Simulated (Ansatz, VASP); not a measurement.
Given: the input of a run of VASP 6.6.1 on KBr.

Contents of INCAR:

```
SYSTEM = KBr
PREC = Accurate
ENCUT = 600
EDIFF = 1E-7
ISMEAR = -1
SIGMA = 0.05
LREAL = .False.
LASPH = .True.
NELM = 100
ALGO = Normal
ISIF = 3
LWAVE = .False.
LCHARG = .False.
GGA = PS
IVDW = 12
IBRION = 2
NSW = 80
EDIFFG = -0.01
```

File KPOINTS:

```
Automatic mesh
0
Gamma
  7 7 7
  0 0 0
```

Contents of POSCAR:

```
KBr
1.0
    0.0000000000      3.3000000000      3.3000000000
    3.3000000000      0.0000000000      3.3000000000
    3.3000000000      3.3000000000      0.0000000000
Br K
1 1
Direct
    0.5000000000      0.5000000000      0.5000000000
    0.0000000000      0.0000000000      0.0000000000
```

Potentials or basis: VASP PAW PBE potentials, release 64 (Br, K_sv).

Launch:

```bash
$ cat potpaw_PBE.64/Br/POTCAR potpaw_PBE.64/K_sv/POTCAR > POTCAR
$ mpirun -np 1 vasp_std > vasp.out
```

Task: Translate it to Ansatz 0.2.0. Potentials there: all-electron LAPW, scalar-relativistic.

Result: As run (the cutoff follows the program's own potentials):

File input.yaml:

```yaml
crystal:
  lattice:
    - [0.0, 3.3, 3.3]
    - [3.3, 0.0, 3.3]
    - [3.3, 3.3, 0.0]
  atoms:
    - { symbol: Br, position: [0.5, 0.5, 0.5] }
    - { symbol: K, position: [0.0, 0.0, 0.0] }
kpoints:
  mp_grid: { grid: [7, 7, 7] }
scf:
  occupations: { method: fermi_dirac, width: 0.05 }
hamiltonian:
  xc: pbesol
  dispersion: d3bj
  pseudopotentials: { kind: all_electron, lapw: { basis_error: 0.001 } }
output:
  forces: true
  stress: true
relax:
  f_tol: 0.01
  max_steps: 60
  cell: {}
```

Potentials or basis: all-electron LAPW, scalar-relativistic.

Launch:

```console
$ ansatz run input.yaml --threads 1 --pin off --max-ram 3072MiB --backend cpu --events-out ev --progress --plain --runs-dir out
```

Both were run:

|  | VASP | Ansatz | Ansatz less VASP |
| --- | --- | --- | --- |
| relaxed volume (Å³/atom) | 33.13 | 33.02 | -0.111 |
| relaxed length of the cell vector where the two differ most in proportion (Å) | 4.542 | 4.537 | -0.0051 |

VASP's potentials were made for PBE, not for PBEsol. Ansatz ran all-electron here, and VASP with PAW potentials.
